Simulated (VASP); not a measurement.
Input of a VASP 6.6.1 run:

Contents of INCAR:

```
PREC     = Accurate       # precision mode
ENCUT    = 520            # plane-wave cutoff, eV
EDIFF    = 1E-6           # SCF threshold, eV
ISMEAR   = 0              # smearing method
SIGMA    = 0.05           # smearing width, eV
LREAL    = F              # projectors in reciprocal space
LASPH    = T              # aspherical terms in the spheres
NELM     = 100            # most SCF steps
ALGO     = Normal         # electronic algorithm
ISIF     = 2              # what is computed and relaxed
LWAVE    = F              # write WAVECAR
LCHARG   = F              # write CHGCAR
GGA      = PS             # functional
NBANDS   = 16             # bands
```

Contents of KPOINTS:

```
regular mesh
0
Gamma
  12 12 4
```

POSCAR

```
BN
1.0
    2.4346984193      0.0000000000      0.0000000000
   -1.2173492096      2.1085106816      0.0000000000
    0.0000000000      0.0000000000      6.8907000000
B N
2 2
Direct
    0.0000000000      0.0000000000      0.5000000000
    0.3333333333      0.6666666667      0.0000000000
    0.0000000000      0.0000000000      0.0000000000
    0.6666666667      0.3333333333      0.5000000000
```

Potentials or basis: VASP PAW PBE potentials, release 64 (B, N).

The run is started by

```sh
$ cat potpaw_PBE.64/B/POTCAR potpaw_PBE.64/N/POTCAR > POTCAR
$ mpirun -np 1 vasp_std > vasp.out
```

(1) Predict the pressure.

(2) What does it give for the band gap on the k mesh?

Answers

(1) 22.5 GPa.

(2) 4.46 eV, indirect (least direct gap 4.69 eV).

Caveat: the cell differs from its parent crystal (strain -0.030 along x and y, +0.030 along z); the PAW data sets were made with another functional, which shifts forces and pressure a little; this functional lacks dispersion, which binds the layers, so the pressure and a relaxed spacing across them are unreliable.
